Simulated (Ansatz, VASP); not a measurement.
**AlN: VASP beside Ansatz**

The input INCAR:

```
SYSTEM = AlN
ALGO     = Normal         ! electronic algorithm
EDIFF    = 1E-6           ! SCF threshold, eV
ENCUT    = 520            ! plane-wave cutoff, eV
GGA      = PE             ! functional
ISIF     = 2              ! what is computed and relaxed
ISMEAR   = 0              ! smearing method
ISPIN    = 2              ! spin polarisation
LASPH    = .True.         ! aspherical terms in the spheres
LCHARG   = .False.        ! write CHGCAR
LORBIT   = 11             ! projections on sites
LREAL    = .False.        ! projectors in reciprocal space
LWAVE    = .False.        ! write WAVECAR
MAGMOM   = 0 0 0 1 1 1    ! initial moments
NBANDS   = 25             ! bands
NELM     = 150            ! most SCF steps
PREC     = Accurate       ! precision mode
SIGMA    = 0.1            ! smearing width, eV
```

File KPOINTS:

```
k-points
0
Gamma
  6 6 6
  0 0 0
```

POSCAR

```
AlN
1.0
    3.0290553600      0.0000000000      0.0000000000
    0.0000000000      4.4196727300      0.0000000000
    0.0000000000     -2.2098363600      3.8275488600
Al N
3 3
Direct
    0.1512165900      0.8328629900      0.7667369600
    0.6536790200      0.6045542400      0.5015869500
    0.9870123500      0.8970327100      0.3954457600
    0.4845499300      0.9338739600      0.1671370100
    0.8178832600      0.2332630400      0.0661260400
    0.3203456800      0.4984130500      0.1029672900
```

Input for Ansatz:

```yaml
crystal:
  lattice:
    - [3.02905536, 0.0, 0.0]
    - [0.0, 4.41967273, 0.0]
    - [0.0, -2.20983636, 3.82754886]
  atoms:
    - { symbol: Al, position: [0.15121659, 0.83286299, 0.76673696] }
    - { symbol: Al, position: [0.65367902, 0.60455424, 0.50158695] }
    - { symbol: Al, position: [0.98701235, 0.89703271, 0.39544576] }
    - { symbol: "N", position: [0.48454993, 0.93387396, 0.16713701], spin: 1.0 }
    - { symbol: "N", position: [0.81788326, 0.23326304, 0.06612604], spin: 1.0 }
    - { symbol: "N", position: [0.32034568, 0.49841305, 0.10296729], spin: 1.0 }
basis:
  ecutwfc: 420
kpoints:
  mp_grid: { grid: [6, 6, 6] }
hamiltonian:
  xc: pbe
scf:
  occupations: { method: gaussian, width: 0.1 }
  lower_state_search: "off"
output:
  forces: true
  stress: true
  eigenvalues: true
  populations: true
magnetization:
  spin_polarized: true
```

Alike in both runs: task single point; functional PBE; k mesh 6 × 6 × 6; occupations gaussian, width 0.1 eV; collinear spin.

|  | VASP | Ansatz |
| --- | --- | --- |
| version | VASP 6.6.1 | Ansatz 0.2.0 |
| potentials or method | VASP PAW PBE potentials, release 64 (Al, N), cutoff 520 eV | scalar-relativistic, plane waves, PAW |
| valence electrons in the cell | 24 | 24 |

```csv
,VASP,Ansatz,Ansatz less VASP
gap on the k mesh at the Fermi level (eV),none,none,-
rms of the force components (eV/Å),8.270,8.262,-0.0082
net moment per atom (μB),0.00,0.00,0.000
```

Atom by atom the forces differ by 0.016 eV/Å (rms over components). A gap of «none» marks a metal or a gap that the smearing closes. Ansatz's warnings: seeded moment not kept.
